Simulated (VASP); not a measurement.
# Li3Au: single point with PBE

The system is Li3Au, a sheet with vacuum.

```
CELL_PARAMETERS angstrom
3.82974 0.00000 0.00000
0.00000 3.82974 0.00000
0.00000 0.00000 26.95100
ATOMIC_POSITIONS crystal
Li 0.00000 0.50000 0.33528
Li 0.50000 0.00000 0.33528
Li 0.50000 0.50000 0.24708
Au 0.00000 0.00000 0.26970
```

* Program: VASP 6.6.1
* Task: single point
* Functional: PBE
* Potentials or basis: VASP PAW PBE potentials, release 64 (Li_sv, Au)
* Cutoff: 520 eV
* k mesh: 4 × 4 × 1
* Occupations: gaussian, width 0.1 eV
* Spin: no spin polarisation
* Dipole correction: yes
* Further INCAR settings: ALGO = Normal; EDIFF = 1e-06; NBANDS = 18

| Property | Result |
| --- | --- |
| Largest force | 0.010 eV/Å |
| Band gap on the k mesh | zero (filled and empty bands touch) |

Forces on the atoms (eV/Å):
```
Li   0.000  0.000 -0.002
Li   0.000  0.000 -0.002
Li   0.000  0.000 -0.006
Au   0.000  0.000  0.010
```

Levels at points of the mesh, in eV from the Fermi level:
| k point | band 7 | band 8 | band 9 | band 10 | band 11 | band 12 | band 13 | band 14 |
| --- | --- | --- | --- | --- | --- | --- | --- | --- |
| (0.00, 0.00, 0.00) | -4.15 | -4.15 | -3.93 | -1.33 | 0.57 | 3.00 | 3.22 | 3.22 |
| (0.50, 0.00, 0.00) | -4.20 | -4.09 | -3.14 | -1.51 | 0.49 | 1.26 | 3.07 | 3.55 |
| (0.50, 0.50, 0.00) | -4.21 | -3.62 | -2.07 | 0.00 | 0.00 | 0.53 | 1.87 | 4.19 |

Wall time 70 s on 1 thread of Intel Xeon 6975P-C (shared host), peak memory 0.38 GiB.

Caveat: the k points lie up to 0.41 Å⁻¹ apart; spin-orbit coupling is left out, which moves the levels of the heavy elements.
